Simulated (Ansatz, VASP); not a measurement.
# Two plane-wave programs on Pt2C

INCAR

```
SYSTEM = Pt2C
ALGO     = Normal         ! electronic algorithm
EDIFF    = 1E-7           ! SCF threshold, eV
EDIFFG   = -0.04          ! ionic threshold
ENCUT    = 600            ! plane-wave cutoff, eV
GGA      = PE             ! functional
IBRION   = 2              ! ionic algorithm
ISIF     = 3              ! what is computed and relaxed
ISMEAR   = 0              ! smearing method
LASPH    = .True.         ! aspherical terms in the spheres
LCHARG   = .False.        ! write CHGCAR
LREAL    = .False.        ! projectors in reciprocal space
LWAVE    = .False.        ! write WAVECAR
NELM     = 80             ! most SCF steps
NSW      = 90             ! ionic steps
PREC     = Accurate       ! precision mode
SIGMA    = 0.1            ! smearing width, eV
```

KPOINTS

```
k-points
0
Gamma
  8 8 8
  0 0 0
```

POSCAR

```
Pt2C
1.0
   -1.5514155694      1.5514155694      3.8058163187
    1.5514155694     -1.5514155694      3.8058163187
    1.5514155694      1.5514155694     -3.8058163187
Pt C
2 1
Direct
    0.6650000000      0.6650000000      0.0000000000
    0.3350000000      0.3350000000      0.0000000000
    0.0000000000      0.0000000000      0.0000000000
```

Input for Ansatz:

```yaml
crystal:
  lattice:
    - [-1.5514155694, 1.5514155694, 3.8058163187]
    - [1.5514155694, -1.5514155694, 3.8058163187]
    - [1.5514155694, 1.5514155694, -3.8058163187]
  atoms:
    - { symbol: Pt, position: [0.665, 0.665, 0.0] }
    - { symbol: Pt, position: [0.335, 0.335, 0.0] }
    - { symbol: C, position: [0.0, 0.0, 0.0] }
basis:
  ecutwfc: 420
kpoints:
  mp_grid: { grid: [8, 8, 8] }
hamiltonian:
  xc: pbe
scf:
  occupations: { method: gaussian, width: 0.1 }
  lower_state_search: "off"
output:
  forces: true
  stress: true
  eigenvalues: true
relax:
  adjacent_minimum: "off"
  f_tol: 0.04
  max_steps: 70
  cell: { stress_tol: 0.4 }
```

Alike in both runs: task relaxation of cell and atoms; functional PBE; k mesh 8 × 8 × 8; occupations gaussian, width 0.1 eV; no spin polarisation.

|  | VASP | Ansatz |
| --- | --- | --- |
| version | VASP 6.6.1 | Ansatz 0.2.0 |
| potentials or method | VASP PAW PBE potentials, release 64 (Pt, C), cutoff 600 eV | scalar-relativistic, plane waves, PAW |
| valence electrons in the cell | 24 | 40 |

|  | VASP | Ansatz | Ansatz less VASP |
| --- | --- | --- | --- |
| gap on the k mesh at the Fermi level, each at its own relaxed structure (eV) | none | none | - |
| relaxed volume (Å³/atom) | 12.58 | 12.60 | +0.020 |
| relaxed cell length with the largest relative difference (Å) | 5.316 | 5.332 | +0.0156 |

A gap of «none» marks a metal or a gap that the smearing closes. VASP's potentials hold 24 valence electrons a cell and Ansatz's 40, so a difference there can come from the potentials and not from the codes.

Neither program's run includes spin-orbit coupling.
